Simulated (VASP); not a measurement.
A run of VASP 6.6.1 is set up as follows.

The input INCAR:

```
SYSTEM = Ge
  ALGO = Normal
  EDIFF = 1E-6
  ENCUT = 520
  GGA = PE
  ISIF = 2
  ISMEAR = 0
  LASPH = .True.
  LCHARG = .False.
  LREAL = .False.
  LWAVE = .False.
  NBANDS = 51
  NELM = 100
  PREC = Accurate
  SIGMA = 0.1
```

Contents of KPOINTS:

```
k-points
0
Gamma
  4 4 4
  0 0 0
```

Contents of POSCAR:

```
Ge
1.0
    7.9883031157     -0.1581246979      0.4426545245
   -1.0346527587      5.3334556335     -0.2765312824
   -1.9300933088     -1.2520865256      3.3552257505
Ge
6
Direct
    0.6079688260      0.3805269227     -0.0395354073
    0.2918187037      0.4460344861      0.5534351079
    0.2915167064      0.7230132146      0.1404987214
    0.6084483457      1.1037287215      1.3736090993
   -0.1559964185      0.8605112343      0.4015328577
    0.0555883666     -0.0341412227      0.1125047223
```

Potentials or basis: VASP PAW PBE potentials, release 64 (Ge_d).

Launch:

```bash
$ cat potpaw_PBE.64/Ge_d/POTCAR > POTCAR
$ mpirun -np 1 vasp_std > vasp.out
```

(1) Estimate the band gap on the k mesh.

(2) Predict the largest force.

Answers

(1) 0.63 eV, indirect (least direct gap 0.64 eV).

(2) 0.046 eV/Å.

Caveat: the k points lie up to 0.46 Å⁻¹ apart.
